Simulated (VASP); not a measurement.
Set up this calculation in VASP 6.6.1, as the native input.

```
Task                   : single point
Functional             : PBE
Potentials or basis    : VASP PAW PBE potentials, release 64 (Zr_sv, Zn, N)
Cutoff                 : 520 eV
k mesh                 : 6 × 6 × 2
Occupations            : gaussian, width 0.1 eV
Spin                   : no spin polarisation
Dipole correction      : no
Further INCAR settings : ALGO = Normal; EDIFF = 1e-07; NBANDS = 42
```

The structure of ZrZn4N lies in POSCAR:

```
ZrZn4N
1.0
    4.7473526071      0.0000000000      0.0000000000
   -2.3736763035      4.1113279584      0.0000000000
    0.0000000000      0.0000000000      9.0251159043
Zr Zn N
1 4 1
Direct
    0.0000000000      0.0000000000      0.0000000000
    0.0000000000      0.0000000000      0.6994964264
    0.0000000000      0.0000000000      0.3005035736
    0.3333333333      0.6666666667      0.0000000000
    0.6666666667      0.3333333333      0.0000000000
    0.0000000000      0.0000000000      0.5000000000
```

The cell was generated, and may not be a known phase.

One way to write it, as run:

INCAR

```
SYSTEM = ZrZn4N
ALGO = Normal
EDIFF = 1E-7
ENCUT = 520
GGA = PE
ISIF = 2
ISMEAR = 0
LASPH = .True.
LCHARG = .True.
LELF = .True.
LREAL = .False.
LVHAR = .True.
LWAVE = .False.
NBANDS = 42
NELM = 80
PREC = Accurate
SIGMA = 0.1
```

KPOINTS

```
k-points
0
Gamma
  6 6 2
  0 0 0
```

Potentials or basis: VASP PAW PBE potentials, release 64 (Zr_sv, Zn, N).

Launch:

```console
$ cat potpaw_PBE.64/Zr_sv/POTCAR potpaw_PBE.64/Zn/POTCAR potpaw_PBE.64/N/POTCAR > POTCAR
$ mpirun -np 1 vasp_std > vasp.out
```

It gave:

* Pressure: 0.2 GPa
* Largest force: 0.119 eV/Å
* Band gap on the k mesh: zero (an odd number of electrons rules out a gap without spin polarisation)

Run time: 2.4 min on 1 thread of Intel(R) Xeon(R) Platinum 8375C CPU @ 2.90GHz (Ice Lake), with other jobs on the host, peak memory 0.33 GiB.
